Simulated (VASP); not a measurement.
A run of VASP 6.6.1:

INCAR

```
PREC = Accurate ; ENCUT = 560
EDIFF = 1E-6 ; ISMEAR = 0
SIGMA = 0.15 ; LREAL = F
LASPH = T ; NELM = 120
ALGO = Normal ; ISIF = 2
LWAVE = F ; LCHARG = F
NBANDS = 14 ; GGA_COMPAT = F
```

File KPOINTS:

```
Automatic mesh
0
Gamma
  22 22 22
```

POSCAR

```
Ir
1.0
    0.0000000000      2.1306022431      1.5645012271
    2.1306022431      0.0000000000      1.5645012271
    2.1306022431      2.1306022431      0.0000000000
Ir
1
Direct
    0.0000000000      0.0000000000      0.0000000000
```

Potentials or basis: VASP PAW LDA potentials, release 64 (Ir_sv_GW).

Run with:

```bash
$ cat potpaw_LDA.64/Ir_sv_GW/POTCAR > POTCAR
$ mpirun -np 1 vasp_std > vasp.out
```

Hardware: 1 thread of Intel(R) Xeon(R) Platinum 8259CL CPU @ 2.50GHz (Skylake/Cascade Lake) (shared host).

How long does it take, and how much memory?

Run time: 100 s on 1 thread of Intel(R) Xeon(R) Platinum 8259CL CPU @ 2.50GHz (Skylake/Cascade Lake) (shared host), peak memory 0.29 GiB. Counts: scf iterations 12, k points 834.
